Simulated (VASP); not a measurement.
A run of VASP 6.6.1 is set up as follows.

Contents of POSCAR:

```
Na2BrF
1.0
    1.8799692527      1.0854007541      6.1284169707
   -1.8799692527      1.0854007541      6.1284169707
    0.0000000000     -2.1708015083      6.1284169706
F Br Na
1 1 2
Direct
    1.0000000000      0.0000000000      0.0000000000
    0.5000000000      0.5000000000      0.5000000000
    0.2673367675      0.2673367675      0.2673367675
    0.7326632325      0.7326632325      0.7326632325
```

INCAR.step1

```
SYSTEM = Na2BrF
PREC = Accurate
ENCUT = 520
ISMEAR = 0
SIGMA = 0.01
LREAL = .FALSE.
LASPH = .TRUE.
NELM = 100
NBANDS = 22
GGA = PE
ALGO = Normal
EDIFF = 1E-4
LWAVE = .TRUE.
LCHARG = .FALSE.
```

File INCAR.step2:

```
SYSTEM = Na2BrF
PREC = Accurate
ENCUT = 520
EDIFF = 1E-6
ISMEAR = 0
SIGMA = 0.01
LREAL = .FALSE.
LASPH = .TRUE.
NELM = 100
ALGO = Normal
ISIF = 2
LWAVE = .FALSE.
LCHARG = .FALSE.
METAGGA = R2SCAN
LMIXTAU = .TRUE.
NBANDS = 22
ISTART = 1
```

The input KPOINTS:

```
Automatic mesh
0
G
  8 8 8
  0 0 0
```

Potentials or basis: VASP PAW PBE potentials, release 64 (F, Br, Na_pv).

The run is started by

```console
$ cat potpaw_PBE.64/F/POTCAR potpaw_PBE.64/Br/POTCAR potpaw_PBE.64/Na_pv/POTCAR > POTCAR
$ cp INCAR.step1 INCAR
$ mpirun -np 1 vasp_std > vasp.out
$ cp INCAR.step2 INCAR
$ mpirun -np 1 vasp_std > vasp.out
```

(1) What does it give for the pressure?

(2) What does it give for the largest force?

(3) What does it give for the band gap on the k mesh?

Answers

(1) -0.3 GPa.

(2) 0.016 eV/Å.

(3) 3.83 eV, direct.

Caveat: the PAW data sets were made with another functional, which shifts forces and pressure a little.
